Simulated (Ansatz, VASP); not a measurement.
W3O: VASP beside Ansatz

```
W O
1.0
     4.83135    0.00000    0.00000
     0.00000    4.83135    0.00000
     0.00000    0.00000    4.83135
W O
6 2
Direct
  0.50000 0.75000 0.00000
  0.00000 0.50000 0.75000
  0.25000 0.00000 0.50000
  0.50000 0.25000 0.00000
  0.00000 0.50000 0.25000
  0.75000 0.00000 0.50000
  0.43791 0.50000 0.50000
  0.00000 0.00000 0.00000
```

Alike in both runs: task single point; functional PBEsol; k mesh 8 × 8 × 8; occupations gaussian, width 0.15 eV; no spin polarisation.

|  | VASP | Ansatz |
| --- | --- | --- |
| version | VASP 6.6.1 | Ansatz 0.2.0 |
| potentials or method | VASP PAW PBE potentials, release 64 (W_sv, O), cutoff 520 eV | scalar-relativistic, plane waves, PAW |
| valence electrons in the cell | 96 | 96 |

```tsv
	VASP	Ansatz	Ansatz less VASP
gap on the k mesh at the Fermi level (eV)	none	none	-
pressure (GPa)	1.4	0.3	-1.06
traceless stress, the component that is largest in VASP (GPa)	-0.67	-0.71	-0.037
rms of the force components (eV/Å)	0.267	0.278	+0.0106
```

VASP's potentials were made for PBE, not for PBEsol. Atom by atom the forces differ by 0.012 eV/Å (rms over components). A gap of «none» marks a metal or a gap that the smearing closes.

Spin-orbit coupling is off throughout.
